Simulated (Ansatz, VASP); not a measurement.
**One calculation of Hf, two programs**

```xyz
3
Lattice="4.7849 0.0000 0.0000 -2.3924 4.1438 0.0000 0.0000 0.0000 2.9775" Properties=species:S:1:pos:R:3 pbc="T T T"
Hf    0.0000    0.0000    0.0000
Hf    0.0000    2.7625    1.4887
Hf    2.3924    1.3813    1.4887
```

Alike in both runs: task single point; functional PBEsol; k mesh 8 × 8 × 12; occupations fermi-dirac, width 0.1 eV; no spin polarisation.

```csv
,VASP,Ansatz
version,VASP 6.6.1,Ansatz 0.2.0
potentials or method,"VASP PAW PBE potentials, release 64 (Hf_pv), cutoff 520 eV","plane waves (420 eV) with PAW, scalar-relativistic"
valence electrons in the cell,30,78
```

|  | VASP | Ansatz | Ansatz less VASP |
| --- | --- | --- | --- |
| pressure (GPa) | 10.7 | 11.1 | +0.39 |
| traceless stress, the component that is largest in VASP (GPa) | 0.33 | 0.16 | -0.164 |

VASP's potentials were made for PBE, not for PBEsol, and Ansatz warns of the same on its side. The functional is the same, so the differences come from potentials, cutoffs and numerics. VASP's potentials hold 30 valence electrons a cell and Ansatz's 78, so a difference there can come from the potentials and not from the codes.

Neither program's run includes spin-orbit coupling.
